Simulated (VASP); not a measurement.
The system is Sb.

```xyz
4
Lattice="-3.9477 3.9477 1.9841 3.9477 -3.9477 1.9841 3.9477 3.9477 -1.9841" Properties=species:S:1:pos:R:3 pbc="T T T"
Sb    1.1943    5.1420    0.0000
Sb    2.7534    1.1943    0.0000
Sb    2.7534   -1.1943    1.9841
Sb    1.1943    2.7534    1.9841
```

Base run:

* Program: VASP 6.6.1
* Functional: PBE
* Potentials or basis: VASP PAW PBE potentials, release 64 (Sb)
* Cutoff: 520 eV
* k mesh: 7 × 7 × 7
* Occupations: fermi-dirac, width 0.05 eV
* Spin: no spin polarisation

Its results: band gap on the k mesh zero (band 10 reaches 7.42 eV, above the bottom of band 11 at 5.83 eV); pressure 5.4 GPa; largest force 0.101 eV/Å.

Q: The run is repeated on the same cell with these changes: functional from PBE to r2SCAN. What comes out?

A: Band gap on the k mesh zero (band 10 reaches 7.34 eV, above the bottom of band 11 at 5.70 eV); pressure 4.5 GPa; largest force 0.157 eV/Å.

Caveats: spin-orbit coupling is left out, which moves the levels of the heavy elements; the PAW data sets were made with another functional, which shifts forces and pressure a little (some runs).
